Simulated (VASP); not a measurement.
A run of VASP 6.6.1 is set up as follows.

INCAR

```
ALGO = Normal
EDIFF = 1E-6
ENCUT = 520
GGA = PE
ISIF = 2
ISMEAR = 0
ISPIN = 2
LASPH = True
LCHARG = False
LMAXMIX = 4
LORBIT = 11
LREAL = False
LWAVE = False
MAGMOM = 2 0
NBANDS = 19
NELM = 150
PREC = Accurate
SIGMA = 0.05
```

The input KPOINTS:

```
k-points
0
Gamma
  7 7 7
```

File POSCAR:

```
NiO
1.0
    0.0000000000      2.2835484600      2.2835484600
    2.2835484600      0.0000000000      2.2835484600
    2.2835484600      2.2835484600      0.0000000000
Ni O
1 1
Direct
    0.0000000000      0.0000000000      0.0000000000
    0.2500000000      0.2500000000      0.2500000000
```

Potentials or basis: VASP PAW PBE potentials, release 64 (Ni, O).

Launch:

```bash
$ cat potpaw_PBE.64/Ni/POTCAR potpaw_PBE.64/O/POTCAR > POTCAR
$ mpirun -np 1 vasp_std > vasp.out
```

Task: What does it give for the net moment?

Result: 1.98 μB per cell.

Task: Estimate the site moments.

Result: Ni +1.55; O +0.38 μB.

Caveat: a cell with one magnetic atom can't hold antiferromagnetic order, which such compounds often take.
